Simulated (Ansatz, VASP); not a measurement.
**MgS: VASP beside Ansatz**

The input POSCAR:

```
MgS
1.0
    4.0346224068      0.0000000000      0.0000000000
   -2.0173112034      3.4940854990      0.0000000000
    0.0000000000      0.0000000000      6.4322941800
Mg S
2 2
Direct
    0.6666666667      0.3333333333      0.4957548500
    0.3333333333      0.6666666667      0.9957548500
    0.3333333333      0.6666666667      0.3792441500
    0.6666666667      0.3333333333      0.8792441500
```

INCAR.step1

```
SYSTEM = MgS
PREC = Accurate
ENCUT = 660
ISMEAR = 0
SIGMA = 0.1
LREAL = .FALSE.
LASPH = .TRUE.
NELM = 120
NBANDS = 16
GGA = PE
ALGO = Normal
EDIFF = 1E-5
LWAVE = .TRUE.
LCHARG = .FALSE.
GGA_COMPAT = .FALSE.
```

The input INCAR.step2:

```
SYSTEM = MgS
PREC = Accurate
ENCUT = 660
EDIFF = 1E-6
ISMEAR = 0
SIGMA = 0.1
LREAL = .FALSE.
LASPH = .TRUE.
NELM = 120
ALGO = Normal
ISIF = 2
LWAVE = .FALSE.
LCHARG = .FALSE.
METAGGA = R2SCAN
LMIXTAU = .TRUE.
NBANDS = 16
ISTART = 1
GGA_COMPAT = .FALSE.
```

File KPOINTS:

```
regular mesh
0
G
  3 3 1
  0 0 0
```

Input for Ansatz:

```yaml
crystal:
  lattice:
    - [4.0346224068, 0.0, 0.0]
    - [-2.0173112034, 3.494085499, 0.0]
    - [0.0, 0.0, 6.43229418]
  atoms:
    - { symbol: Mg, position: [0.6666666667, 0.3333333333, 0.49575485] }
    - { symbol: Mg, position: [0.3333333333, 0.6666666667, 0.99575485] }
    - { symbol: S, position: [0.3333333333, 0.6666666667, 0.37924415] }
    - { symbol: S, position: [0.6666666667, 0.3333333333, 0.87924415] }
basis:
  ecutwfc: 580
  precision: f64
kpoints:
  mp_grid: { grid: [3, 3, 1] }
hamiltonian:
  xc: r2scan
scf:
  occupations: { method: gaussian, width: 0.1 }
  mixing: { ndim: 3, q_tf: 0.39 }
  max_iter: 61
output:
  forces: true
  stress: true
  eigenvalues: true
```

Alike in both runs: task single point; functional r2SCAN; k mesh 3 × 3 × 1; occupations gaussian, width 0.1 eV; no spin polarisation.

|  | VASP | Ansatz |
| --- | --- | --- |
| version | VASP 6.6.1 | Ansatz 0.2.0 |
| potentials or method | VASP PAW PBE potentials, release 64 (Mg, S), cutoff 660 eV | scalar-relativistic, plane waves, PAW |
| valence electrons in the cell | 16 | 32 |

```tsv
	VASP	Ansatz	Ansatz less VASP
gap on the k mesh at the Fermi level (eV)	4.10	4.11	+0.013
least direct gap on the mesh (eV)	4.10	4.11	+0.013
pressure (GPa)	-0.3	-0.1	+0.27
traceless stress, the component that is largest in VASP (GPa)	-1.50	-1.51	-0.005
rms of the force components (eV/Å)	0.032	0.031	-0.0001
```

VASP's potentials were made for PBE, not for r2SCAN. Atom by atom the forces differ by 0.000 eV/Å (rms over components). VASP's potentials hold 16 valence electrons a cell and Ansatz's 32, so a difference there can come from the potentials and not from the codes.

The k mesh is coarse, so the values compare programs but aren't converged.
